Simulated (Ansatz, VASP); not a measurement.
Lu in VASP and in Ansatz

INCAR

```
PREC = Accurate
ENCUT = 520
EDIFF = 1E-7
ISMEAR = -1
SIGMA = 0.1
LREAL = F
LASPH = T
NELM = 80
ALGO = Normal
ISIF = 2
LWAVE = F
LCHARG = F
GGA = RP
NBANDS = 18
```

KPOINTS

```
regular mesh
0
Gamma
  12 12 12
```

The input POSCAR:

```
Lu
1.0
    0.0000000000      2.5151919085      2.5151919085
    2.5151919085      0.0000000000      2.5151919085
    2.5151919085      2.5151919085      0.0000000000
Lu
1
Direct
    0.0000000000      0.0000000000      0.0000000000
```

Input for Ansatz:

```yaml
crystal:
  lattice:
    - [0.0, 2.5151919085, 2.5151919085]
    - [2.5151919085, 0.0, 2.5151919085]
    - [2.5151919085, 2.5151919085, 0.0]
  atoms:
    - { symbol: Lu, position: [0.0, 0.0, 0.0] }
hamiltonian:
  xc: rpbe
  pseudopotentials:
    kind: paw
    azcp:
      Lu: "pseudopotentials/Lu.paw.azcp"
basis:
  ecutwfc: 420
  fft_grid_basis: typed
kpoints:
  mp_grid: { grid: [12, 12, 12], shift: [0, 0, 0] }
magnetization:
  spin_polarized: false
scf:
  occupations: { method: fermi_dirac, width: 0.1 }
  lower_state_search: "off"
output:
  stress: true
```

Alike in both runs: task single point; functional RPBE; k mesh 12 × 12 × 12; occupations fermi-dirac, width 0.1 eV; no spin polarisation.

```csv
,VASP,Ansatz
version,VASP 6.6.1,Ansatz 0.2.0
potentials or method,"VASP PAW PBE potentials, release 64 (Lu), cutoff 520 eV","plane waves (420 eV) with PAW, scalar-relativistic"
valence electrons in the cell,25,25
```

```tsv
	VASP	Ansatz	Ansatz less VASP
pressure (GPa)	-1.3	-1.4	-0.06
```

VASP's potentials were made for PBE, not for RPBE.

Spin-orbit coupling is off throughout.
